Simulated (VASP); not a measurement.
# GeSb4Te7 (P-3m1) in VASP: single point with PBE

Aim: the single point of GeSb4Te7 with PBE.

All numbers are computed with VASP 6.6.1; they aren't measurements. Logs are shortened: lines on timing, memory, paths and dates and some standing lists are left out, and cuts for length are marked.

## Step 1: The cell of the first run

It takes space group P-3m1 (No. 164, trigonal). The conventional cell has a = 4.289 Å, b = 4.289 Å, c = 24.638 Å, α = 90.00°, β = 90.00°, γ = 120.00°. Within 3.9 Å of Ge (site symmetry -3m) lie 6 Te at 3.00 Å. Within 4.0 Å of Sb (site symmetry 3m) lie 6 Te at 3.01 to 3.18 Å. Within 4.0 Å of Sb (site symmetry 3m) lie 6 Te at 3.00 to 3.19 Å. Within 4.1 Å of Te (site symmetry 3m) lie 3 Sb at 3.01 Å and 3 Te at 4.06 Å. Within 4.1 Å of Te (site symmetry 3m) lie 3 Sb at 3.00 Å and 3 Te at 4.06 Å. Within 3.9 Å of Te (site symmetry 3m) lie 3 Ge at 3.00 Å and 3 Sb at 3.19 Å. Within 4.5 Å of Te (site symmetry -3m) lie 6 Sb at 3.18 Å and 12 Te at 4.29 to 4.45 Å.

## Step 2: Single point, PBE

File INCAR:

```
SYSTEM = GeSb4Te7
  PREC = Accurate
  ENCUT = 520
  EDIFF = 1E-6
  ISMEAR = 0
  SIGMA = 0.05
  LREAL = .False.
  LASPH = .True.
  NELM = 60
  ALGO = Normal
  ISIF = 2
  LWAVE = .False.
  LCHARG = .False.
  GGA = PE
  NBANDS = 50
```

File KPOINTS:

```
Automatic mesh
0
Gamma
  12 12 2
  0 0 0
```

File POSCAR:

```
GeSb4Te7
1.0
    4.2893002600      0.0000000000      0.0000000000
   -2.1446501300      3.7146429900      0.0000000000
    0.0000000000      0.0000000000     24.6377784500
Ge Sb Te
1 4 7
Direct
    0.0000000000      0.0000000000      0.5000000000
    0.6666666700      0.3333333300      0.9188986200
    0.3333333300      0.6666666700      0.3497515000
    0.3333333300      0.6666666700      0.0811013800
    0.6666666700      0.3333333300      0.6502485000
    0.3333333300      0.6666666700      0.8497318700
    0.6666666700      0.3333333300      0.1502681300
    0.0000000000      0.0000000000      0.7189782900
    0.6666666700      0.3333333300      0.4313943000
    0.3333333300      0.6666666700      0.5686057000
    0.0000000000      0.0000000000      0.0000000000
    0.0000000000      0.0000000000      0.2810217100
```

Potentials or basis: VASP PAW PBE potentials, release 64 (Ge_d, Sb, Te).

On the command line:

```sh
$ cat potpaw_PBE.64/Ge_d/POTCAR potpaw_PBE.64/Sb/POTCAR potpaw_PBE.64/Te/POTCAR > POTCAR
$ mpirun -np 1 vasp_std > vasp.out
```

OUTCAR:

```text
SYSTEM = GeSb4Te7
   PREC = Accurate
   ENCUT = 520
   EDIFF = 1E-6
   ISMEAR = 0
   LREAL = .False.
   LASPH = .True.
   NELM = 60
   ISIF = 2
   GGA = PE

 ion  position               nearest neighbor table
   1  0.000  0.000  0.500-   9 3.00  10 3.00   9 3.00  10 3.00   9 3.00  10 3.00
   2  0.667  0.333  0.919-   6 3.01   6 3.01   6 3.01  11 3.18  11 3.18  11 3.18
   3  0.333  0.667  0.350-  12 3.00  12 3.00  12 3.00   9 3.19   9 3.19   9 3.19
   4  0.333  0.667  0.081-   7 3.01   7 3.01   7 3.01  11 3.18  11 3.18  11 3.18
   5  0.667  0.333  0.650-   8 3.00   8 3.00   8 3.00  10 3.19  10 3.19  10 3.19
   6  0.333  0.667  0.850-   2 3.01   2 3.01   2 3.01
   7  0.667  0.333  0.150-   4 3.01   4 3.01   4 3.01
   8  0.000  0.000  0.719-   5 3.00   5 3.00   5 3.00
   9  0.667  0.333  0.431-   1 3.00   1 3.00   1 3.00   3 3.19   3 3.19   3 3.19
  10  0.333  0.667  0.569-   1 3.00   1 3.00   1 3.00   5 3.19   5 3.19   5 3.19
  11  0.000  0.000  0.000-   2 3.18   4 3.18   2 3.18   4 3.18   2 3.18   4 3.18
  12  0.000  0.000  0.281-   3 3.00   3 3.00   3 3.00

  LATTYP: Found a hexagonal cell.
 ALAT       =     4.2893002600
 C/A-ratio  =     5.7440088025

  Lattice vectors:

 A1 = (   4.2893002600,   0.0000000000,   0.0000000000)
 A2 = (  -2.1446501300,   3.7146429900,   0.0000000000)
 A3 = (   0.0000000000,   0.0000000000,  24.6377784500)

Analysis of symmetry for initial positions (statically):
=====================================================================
 Subroutine PRICEL returns:
 Original cell was already a primitive cell.

 Routine SETGRP: Setting up the symmetry group for a
 hexagonal supercell.

 Subroutine GETGRP returns: Found 12 space group operations
 (whereof 12 operations were pure point group operations)
 out of a pool of 24 trial point group operations.

The static configuration has the point symmetry D_3d.

Analysis of symmetry for dynamics (positions and initial velocities):
=====================================================================
 Subroutine PRICEL returns:
 Original cell was already a primitive cell.

 Routine SETGRP: Setting up the symmetry group for a
 hexagonal supercell.

 Subroutine GETGRP returns: Found 12 space group operations
 (whereof 12 operations were pure point group operations)
 out of a pool of 24 trial point group operations.

The dynamic configuration has the point symmetry D_3d.

 Subroutine INISYM returns: Found 12 space group operations
[... 129 lines left out ...]
   NUPDOWN=      -1.0000    fix difference up-down
   EMIN   =  10.00;   EMAX   =-10.00  energy-range for DOS
   EFERMI =   0.00;   METHOD = LEGACY
   ISMEAR =     0;   SIGMA  =   0.05  broadening in eV -4-tet -1-fermi 0-gaus
   EFERMI_NEDOS =   21; number of points for ismear=-14 and -15
   IALGO  =     38    algorithm
   IMIX   =      4    mixing-type and parameters
     AMIX     =   0.40;   BMIX     =  1.00
     AMIX_MAG =   1.60;   BMIX_MAG =  1.00
  volume/ion in A,a.u.               =      32.71       220.76
  Fermi-wavevector in a.u.,A,eV,Ry     =   0.947060  1.789685 12.203383  0.896923
  Thomas-Fermi vector in A             =   2.075118
   LORBIT       =      0    0 simple, 1 ext, 2 COOP (PROOUT), +10 PAW based schemes
   GGA     = PE    functional components
   LHFCALC =     F    Hartree Fock is set to
   AEXX    =    0.0000 exact exchange contribution
   IVDW    =     0    specifies the selected vdW correction
   LEPSILON=     F    determine dielectric tensor
   LRPA    =     F    only Hartree local field effects (RPA)
 non-spin polarized calculation
 Gauss-broadening in eV      SIGMA  =   0.05
  energy-cutoff  :      520.00
  volume of cell :      392.56
 maximum number of plane-waves:     10650
 NGX is ok and might be reduce to    32
   NGX = 15   NGY = 15   NGZ = 91

 number of electron      76.0000012 magnetization

 Free energy of the ion-electron system (eV)
  ---------------------------------------------------
  ext. energy  EPLUGINS =         0.00000000
  ---------------------------------------------------
  free energy    TOTEN  =       -44.52305471 eV

  energy without entropy =      -44.52305471  energy(sigma->0) =      -44.52305471

 E-fermi :   6.0250     XC(G=0):  -9.1234

 val. band max:        5.8261640450   @ k =   0.0000   0.0000   0.5000
 cond. band min:       6.2262914275   @ k =   0.0000   0.0000   0.5000
 fundamental gap:      0.4001273824
 Fermi energy:         6.0250335581

 k-point     1 :       0.0000    0.0000    0.0000
  band No.  band energies     occupation
      1     -18.9065      2.00000
      2     -18.9065      2.00000
      3     -18.9028      2.00000
      4     -18.9002      2.00000
      5     -18.9002      2.00000
      6      -7.1030      2.00000
[... 1261 lines left out ...]
     49       8.8492      0.00000
     50       9.1780      0.00000

 [... further k-points ...]

------------------------ aborting loop because EDIFF is reached ----------------------------------------

  FORCE on cell =-STRESS in cart. coord.  units (eV):
  Direction    XX          YY          ZZ          XY          YZ          ZX
  --------------------------------------------------------------------------------------
  -------------------------------------------------------------------------------------
  Total        2.0152980      2.0152980      1.6811674      0.0000000      0.0000000      0.0000000
  in kB        8.2251680      8.2251680      6.8614591      0.0000000      0.0000000      0.0000000
  external PRESSURE =       7.7705984 kB  Pullay stress =       0.0000000 kB

 VOLUME and BASIS-vectors are now :
 -----------------------------------------------------------------------------
  energy-cutoff  :      520.00
  volume of cell :      392.56
      direct lattice vectors                 reciprocal lattice vectors
     4.289300260  0.000000000  0.000000000     0.233138260  0.134602437  0.000000000
    -2.144650130  3.714642990  0.000000000     0.000000000  0.269204875  0.000000000
     0.000000000  0.000000000 24.637778450     0.000000000  0.000000000  0.040588075

 POSITION                                       TOTAL-FORCE (eV/Angst)
 -----------------------------------------------------------------------------------
      0.00000      0.00000     12.31889        -0.000000      0.000000     -0.000000
      2.14465      1.23821     22.63962         0.000000     -0.000000      0.074610
     -0.00000      2.47643      8.61710        -0.000000     -0.000000      0.073161
     -0.00000      2.47643      1.99816        -0.000000      0.000000     -0.074610
      2.14465      1.23821     16.02068        -0.000000      0.000000     -0.073161
     -0.00000      2.47643     20.93551        -0.000000      0.000000     -0.118423
      2.14465      1.23821      3.70227         0.000000     -0.000000      0.118423
      0.00000      0.00000     17.71403        -0.000000      0.000000      0.148756
      2.14465      1.23821     10.62860        -0.000000      0.000000      0.003742
     -0.00000      2.47643     14.00918         0.000000     -0.000000     -0.003742
      0.00000      0.00000      0.00000        -0.000000      0.000000     -0.000000
      0.00000      0.00000      6.92375        -0.000000      0.000000     -0.148756
 -----------------------------------------------------------------------------------
    total drift:                               -0.000000     -0.000000      0.000000

  FREE ENERGIE OF THE ION-ELECTRON SYSTEM (eV)
  ---------------------------------------------------
  free  energy   TOTEN  =       -44.5230547120 eV

  energy  without entropy=      -44.5230547120  energy(sigma->0) =      -44.52305471
```

OSZICAR:

```text
N       E                     dE             d eps       ncg     rms          rms(c)
DAV:   1     0.558292597839E+03    0.55829E+03   -0.27276E+04  4174   0.152E+03
DAV:   2     0.418037492914E+02   -0.51649E+03   -0.49376E+03  4248   0.323E+02
DAV:   3    -0.394566284182E+02   -0.81260E+02   -0.77297E+02  4614   0.121E+02
DAV:   4    -0.446463203024E+02   -0.51897E+01   -0.50835E+01  4574   0.337E+01
DAV:   5    -0.448521658842E+02   -0.20585E+00   -0.20492E+00  5478   0.672E+00    0.124E+01
DAV:   6    -0.445030286171E+02    0.34914E+00   -0.65037E-01  5264   0.338E+00    0.846E+00
DAV:   7    -0.446135346058E+02   -0.11051E+00   -0.90320E-01  4730   0.409E+00    0.198E+00
DAV:   8    -0.445371960934E+02    0.76339E-01   -0.44595E-01  5092   0.351E+00    0.114E+00
DAV:   9    -0.445217667883E+02    0.15429E-01   -0.66886E-02  4734   0.131E+00    0.763E-01
DAV:  10    -0.445226900533E+02   -0.92327E-03   -0.31656E-02  4478   0.552E-01    0.394E-01
DAV:  11    -0.445229514272E+02   -0.26137E-03   -0.19740E-03  5290   0.222E-01    0.142E-01
DAV:  12    -0.445230519802E+02   -0.10055E-03   -0.11367E-03  4958   0.153E-01    0.658E-02
DAV:  13    -0.445230510078E+02    0.97240E-06   -0.13903E-04  4678   0.532E-02    0.330E-02
DAV:  14    -0.445230537249E+02   -0.27171E-05   -0.31699E-05  5574   0.283E-02    0.105E-02
DAV:  15    -0.445230545744E+02   -0.84948E-06   -0.16961E-05  4630   0.170E-02    0.631E-03
DAV:  16    -0.445230547120E+02   -0.13759E-06   -0.12557E-06  2662   0.516E-03
   1 F= -.44523055E+02 E0= -.44523055E+02  d E =-.222091E-10
```

It took 14 min on 1 thread of Oxide Virtual Turin-like, shared host; peak memory 0.87 GiB.

What came out:

* Free energy: -44.5231 eV
* Pressure: 0.8 GPa
* Largest force: 0.149 eV/Å
* Band gap on the k mesh: 0.40 eV

Forces in eV/Å, atoms in the order of the input:
```
Ge   0.000  0.000  0.000
Sb   0.000  0.000  0.075
Sb   0.000  0.000  0.073
Sb   0.000  0.000 -0.075
Sb   0.000  0.000 -0.073
Te   0.000  0.000 -0.118
Te   0.000  0.000  0.118
Te   0.000  0.000  0.149
Te   0.000  0.000  0.004
Te   0.000  0.000 -0.004
Te   0.000  0.000  0.000
Te   0.000  0.000 -0.149
```

Caveat: spin-orbit coupling is left out, which moves the levels of the heavy elements; this functional lacks dispersion, which binds the layers, so the pressure and a relaxed spacing across them are unreliable. A k mesh can miss the band edges.
